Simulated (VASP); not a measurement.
# MgO (P6_3/mmc) in VASP: a series of runs

Runs on MgO. Level: PBE. Tasks: single point.

All numbers are computed with VASP 6.6.1; they aren't measurements. Logs are shortened: lines on timing, memory, paths and dates and some standing lists are left out, and cuts for length are marked.

## Step 1: The cell of the first run

The structure is hexagonal, space group P6_3/mmc (No. 194). Conventional cell: a = 3.449 Å, b = 3.449 Å, c = 4.152 Å, α = 90.00°, β = 90.00°, γ = 120.00°. Mg (site symmetry -6m2) has 5 O at 1.99 to 2.08 Å within 2.6 Å. Within 2.6 Å of O (site symmetry -6m2) lie 5 Mg at 1.99 to 2.08 Å.

## Step 2: Single point, PBE (volume changed by -6%)

File INCAR:

```
  PREC = Accurate
  ENCUT = 520
  EDIFF = 1E-7
  ISMEAR = 0
  SIGMA = 0.01
  LREAL = False
  LASPH = True
  NELM = 100
  ALGO = Normal
  ISIF = 2
  LWAVE = False
  LCHARG = False
  GGA = PE
  NBANDS = 16
```

File KPOINTS:

```
regular mesh
0
Gamma
  9 9 6
```

File POSCAR:

```
MgO
1.0
    3.4487312647      0.0000000000      0.0000000000
   -1.7243656324      2.9866888860      0.0000000000
    0.0000000000      0.0000000000      4.1520670401
Mg O
2 2
Direct
    0.3333333333      0.6666666667      0.2500000000
    0.6666666667      0.3333333333      0.7500000000
    0.6666666667      0.3333333333      0.2500000000
    0.3333333333      0.6666666667      0.7500000000
```

Potentials or basis: VASP PAW PBE potentials, release 64 (Mg, O).

The run is started by

```bash
$ cat potpaw_PBE.64/Mg/POTCAR potpaw_PBE.64/O/POTCAR > POTCAR
$ mpirun -np 1 vasp_std > vasp.out
```

OUTCAR:

```text
PREC = Accurate
   ENCUT = 520
   EDIFF = 1E-7
   ISMEAR = 0
   LREAL = False
   LASPH = True
   NELM = 100
   ISIF = 2
   GGA = PE

 ion  position               nearest neighbor table
   1  0.333  0.667  0.250-   3 1.99   3 1.99   3 1.99   4 2.08   4 2.08   2 2.88   2 2.88   2 2.88
                             2 2.88   2 2.88   2 2.88
   2  0.667  0.333  0.750-   4 1.99   4 1.99   4 1.99   3 2.08   3 2.08   1 2.88   1 2.88   1 2.88
                             1 2.88   1 2.88   1 2.88
   3  0.667  0.333  0.250-   1 1.99   1 1.99   1 1.99   2 2.08   2 2.08
   4  0.333  0.667  0.750-   2 1.99   2 1.99   2 1.99   1 2.08   1 2.08

  LATTYP: Found a hexagonal cell.
 ALAT       =     3.4487312647
 C/A-ratio  =     1.2039404411

  Lattice vectors:

 A1 = (   3.4487312647,   0.0000000000,   0.0000000000)
 A2 = (  -1.7243656324,   2.9866888860,   0.0000000000)
 A3 = (   0.0000000000,   0.0000000000,   4.1520670401)

Analysis of symmetry for initial positions (statically):
=====================================================================
 Subroutine PRICEL returns:
 Original cell was already a primitive cell.

 Routine SETGRP: Setting up the symmetry group for a
 hexagonal supercell.

 Subroutine GETGRP returns: Found 24 space group operations
 (whereof 12 operations were pure point group operations)
 out of a pool of 24 trial point group operations.

The static configuration has the point symmetry D_3d.
 The point group associated with its full space group is D_6h.

Analysis of symmetry for dynamics (positions and initial velocities):
=====================================================================
 Subroutine PRICEL returns:
 Original cell was already a primitive cell.

 Routine SETGRP: Setting up the symmetry group for a
 hexagonal supercell.

 Subroutine GETGRP returns: Found 24 space group operations
 (whereof 12 operations were pure point group operations)
 out of a pool of 24 trial point group operations.

The dynamic configuration has the point symmetry D_3d.
 The point group associated with its full space group is D_6h.

 Subroutine INISYM returns: Found 24 space group operations
 (whereof 12 operations are pure point group operations),
 and found     1 'primitive' translations

----------------------------------------------------------------------------------------

                                     Primitive cell

  volume of cell :      42.7675

  direct lattice vectors                    reciprocal lattice vectors
     3.448731265  0.000000000  0.000000000     0.289961706  0.167409469  0.000000000
    -1.724365632  2.986688886  0.000000000     0.000000000  0.334818938  0.000000000
     0.000000000  0.000000000  4.152067040     0.000000000  0.000000000  0.240843895

  length of vectors
     3.448731265  3.448731265  4.152067040     0.334818938  0.334818938  0.240843895

  position of ions in fractional coordinates (direct lattice)
     0.333333333  0.666666667  0.250000000
     0.666666667  0.333333333  0.750000000
     0.666666667  0.333333333  0.250000000
     0.333333333  0.666666667  0.750000000

  ion indices of the primitive-cell ions
   primitive index   ion index
                 1           1
                 2           2
                 3           3
                 4           4

----------------------------------------------------------------------------------------

 KPOINTS: regular mesh

Automatic generation of k-mesh.
 Grid dimensions read from file:
 generate k-points for:    9    9    6

 Generating k-lattice:

  Cartesian coordinates                     Fractional coordinates (reciprocal lattice)
     0.032217967  0.018601052  0.000000000     0.111111111  0.000000000  0.000000000
     0.000000000  0.037202104  0.000000000     0.000000000  0.111111111  0.000000000
     0.000000000  0.000000000  0.040140649     0.000000000  0.000000000  0.166666667

  Length of vectors
     0.037202104  0.037202104  0.040140649

  Shift w.r.t. Gamma in fractional coordinates (k-lattice)
     0.000000000  0.000000000  0.000000000

 Subroutine IBZKPT returns following result:
 ===========================================

 Found     48 irreducible k-points:

 Following reciprocal coordinates:
            Coordinates               Weight
  0.000000  0.000000  0.000000      1.000000
  0.111111  0.000000  0.000000      6.000000
  0.222222  0.000000  0.000000      6.000000
  0.333333  0.000000  0.000000      6.000000
  0.444444  0.000000  0.000000      6.000000
  0.111111  0.111111  0.000000      6.000000
[... 16 lines left out ...]
  0.333333  0.222222  0.166667     24.000000
  0.333333  0.333333  0.166667      4.000000
 [... further k-points ...]
   k-points           NKPTS =     48   k-points in BZ     NKDIM =     48   number of bands    NBANDS=     16
   number of dos      NEDOS =    301   number of ions     NIONS =      4
   total plane-waves  NPLWV =  25088
   dimension x,y,z NGX =    28 NGY =   28 NGZ =   32
   dimension x,y,z NGXF=    56 NGYF=   56 NGZF=   64
   ions per type =               2   2
   NGX,Y,Z   is equivalent  to a cutoff of  13.50, 13.50, 12.81 a.u.
   NGXF,Y,Z  is equivalent  to a cutoff of  26.99, 26.99, 25.63 a.u.
 SYSTEM =  unknown system
   PREC   = accura    normal or accurate (medium, high low for compatibility)
   ISTART =      0    job   : 0-new  1-cont  2-samecut
   ICHARG =      2    charge: 1-file 2-atom 10-const
   ISPIN  =      1    spin polarized calculation?
   LNONCOLLINEAR =      F non collinear calculations
   LSORBIT =      F    spin-orbit coupling
   LASPH  =      T    aspherical Exc in radial PAW
   ENCUT  =  520.0 eV  38.22 Ry    6.18 a.u.   6.41  6.41  7.72*2*pi/ulx,y,z
   NELM   =    100;   NELMIN=  2; NELMDL= -5     # of ELM steps
   EDIFF  = 0.1E-06   stopping-criterion for ELM
   LREAL  =      F    real-space projection
   EDIFFG = 0.1E-05   stopping-criterion for IOM
   NSW    =      0    number of steps for IOM
   IBRION =     -1    ionic relax: 0-MD 1-quasi-New 2-CG
   NFREE  =      0    steps in history (QN), initial steepest desc. (CG)
   ISIF   =      2    stress and relaxation
   ISYM   =      2    0-nonsym 1-usesym 2-fastsym
   POTIM  = 0.5000    time-step for ionic-motion
   TEBEG  =    0.0;   TEEND  =   0.0 temperature during run
   PSTRESS=    0.0 pullay stress
   NELECT =      16.0000    total number of electrons
   NUPDOWN=      -1.0000    fix difference up-down
   EMIN   =  10.00;   EMAX   =-10.00  energy-range for DOS
   EFERMI =   0.00;   METHOD = LEGACY
   ISMEAR =     0;   SIGMA  =   0.01  broadening in eV -4-tet -1-fermi 0-gaus
   EFERMI_NEDOS =   21; number of points for ismear=-14 and -15
   IALGO  =     38    algorithm
   IMIX   =      4    mixing-type and parameters
     AMIX     =   0.40;   BMIX     =  1.00
     AMIX_MAG =   1.60;   BMIX_MAG =  1.00
  volume/ion in A,a.u.               =      10.69        72.15
  Fermi-wavevector in a.u.,A,eV,Ry     =   1.179624  2.229166 18.932680  1.391513
  Thomas-Fermi vector in A             =   2.315931
   LORBIT       =      0    0 simple, 1 ext, 2 COOP (PROOUT), +10 PAW based schemes
   GGA     = PE    functional components
   LHFCALC =     F    Hartree Fock is set to
   AEXX    =    0.0000 exact exchange contribution
   IVDW    =     0    specifies the selected vdW correction
   LEPSILON=     F    determine dielectric tensor
   LRPA    =     F    only Hartree local field effects (RPA)
 non-spin polarized calculation
 Gauss-broadening in eV      SIGMA  =   0.01
  energy-cutoff  :      520.00
  volume of cell :       42.77
 maximum number of plane-waves:      1174
 NGX is ok and might be reduce to    28
   NGX = 13   NGY = 13   NGZ = 15

 number of electron      16.0000005 magnetization

 Free energy of the ion-electron system (eV)
  ---------------------------------------------------
  ext. energy  EPLUGINS =         0.00000000
  ---------------------------------------------------
  free energy    TOTEN  =       -23.61030485 eV

  energy without entropy =      -23.61030485  energy(sigma->0) =      -23.61030485

 E-fermi :   2.2941     XC(G=0): -10.2002

 val. band max:        2.2026359443   @ k =   0.0000   0.0000   0.0000
 cond. band min:       5.7803646902   @ k =   0.0000   0.0000   0.0000
 fundamental gap:      3.5777287460
 Fermi energy:         2.2940665451

 k-point     1 :       0.0000    0.0000    0.0000
  band No.  band energies     occupation
      1     -14.8688      2.00000
      2     -13.4027      2.00000
      3      -1.5577      2.00000
      4       0.4111      2.00000
      5       0.4111      2.00000
      6       1.3495      2.00000
[... 8 lines left out ...]
     15      17.9918      0.00000
     16      18.1912      0.00000

 k-point     2 :       0.1111    0.0000    0.0000
  band No.  band energies     occupation
      1     -14.8045      2.00000
      2     -13.4127      2.00000
      3      -1.4585      2.00000
      4       0.2098      2.00000
      5       0.3125      2.00000
      6       1.0481      2.00000
[... 8 lines left out ...]
     15      17.4866      0.00000
     16      17.6469      0.00000

 k-point     3 :       0.2222    0.0000    0.0000
  band No.  band energies     occupation
      1     -14.6273      2.00000
      2     -13.4511      2.00000
      3      -1.1738      2.00000
      4      -0.3794      2.00000
      5       0.1074      2.00000
      6       0.6144      2.00000
[... 8 lines left out ...]
     15      16.5990      0.00000
     16      17.0861      0.00000

 k-point     4 :       0.3333    0.0000    0.0000
  band No.  band energies     occupation
      1     -14.3844      2.00000
      2     -13.5327      2.00000
      3      -1.0320      2.00000
      4      -0.7508      2.00000
      5      -0.0834      2.00000
      6       0.3338      2.00000
[... 8 lines left out ...]
     15      16.5988      0.00000
     16      17.1216      0.00000
[... 324 lines left out ...]
 k-point    22 :       0.2222    0.2222    0.1667
  band No.  band energies     occupation
      1     -14.1979      2.00000
      2     -13.6186      2.00000
      3      -1.1502      2.00000
      4      -1.0872      2.00000
      5       0.0117      2.00000
      6       0.3650      2.00000
[... 8 lines left out ...]
     15      16.7934      0.00000
     16      18.0492      0.00000

 k-point    23 :       0.3333    0.2222    0.1667
  band No.  band energies     occupation
      1     -14.0081      2.00000
      2     -13.7198      2.00000
      3      -1.4347      2.00000
      4      -0.8203      2.00000
      5      -0.3893      2.00000
      6       0.6231      2.00000
[... 8 lines left out ...]
     15      16.5817      0.00000
     16      18.2384      0.00000

 k-point    24 :       0.3333    0.3333    0.1667
  band No.  band energies     occupation
      1     -13.8485      2.00000
      2     -13.8485      2.00000
      3      -1.4094      2.00000
      4      -0.6871      2.00000
      5      -0.6871      2.00000
      6       0.9766      2.00000
[... 8 lines left out ...]
     15      16.4344      0.00000
     16      19.0873      0.00000

 [... further k-points ...]
[... 5 lines left out ...]
  --------------------------------------------------------------------------------------
  -------------------------------------------------------------------------------------
  Total        2.1760482      2.1760482      2.2485868     -0.0000000     -0.0000000      0.0000000
  in kB       81.5202299     81.5202299     84.2377076     -0.0000000     -0.0000000      0.0000000
  external PRESSURE =      82.4260558 kB  Pullay stress =       0.0000000 kB

 VOLUME and BASIS-vectors are now :
 -----------------------------------------------------------------------------
  energy-cutoff  :      520.00
  volume of cell :       42.77
      direct lattice vectors                 reciprocal lattice vectors
     3.448731265  0.000000000  0.000000000     0.289961706  0.167409469  0.000000000
    -1.724365632  2.986688886  0.000000000     0.000000000  0.334818938  0.000000000
     0.000000000  0.000000000  4.152067040     0.000000000  0.000000000  0.240843895

 POSITION                                       TOTAL-FORCE (eV/Angst)
 -----------------------------------------------------------------------------------
     -0.00000      1.99113      1.03802         0.000000      0.000000      0.000000
      1.72437      0.99556      3.11405        -0.000000     -0.000000      0.000000
      1.72437      0.99556      1.03802        -0.000000     -0.000000      0.000000
     -0.00000      1.99113      3.11405         0.000000      0.000000      0.000000
 -----------------------------------------------------------------------------------
    total drift:                                0.000000     -0.000000      0.000000

  FREE ENERGIE OF THE ION-ELECTRON SYSTEM (eV)
  ---------------------------------------------------
  free  energy   TOTEN  =       -23.6103048456 eV

  energy  without entropy=      -23.6103048456  energy(sigma->0) =      -23.61030485
```

It took 39 s on 1 thread of Intel Xeon Platinum 8175M at 2.50GHz (Skylake/Cascade Lake), shared host; peak memory 0.18 GiB.

Results:

- Free energy: -23.6103 eV
- Pressure: 8.2 GPa
- Band gap on the k mesh: 3.58 eV, direct

Stress tensor (GPa, compression positive):
```
8.15 0.00 0.00
0.00 8.15 0.00
0.00 0.00 8.42
```

Levels at points of the mesh, in eV from the valence-band top:
```
           k point  band 5  band 6  band 7  band 8  band 9  band 10  band 11  band 12
(0.00, 0.00, 0.00)   -1.79   -0.85   -0.85    0.00    3.58     9.70    12.44    12.76
(0.00, 0.00, 0.50)   -1.34   -1.34   -1.34   -1.34    6.62     6.62    13.12    13.12
```

[end of part 1 of 2]
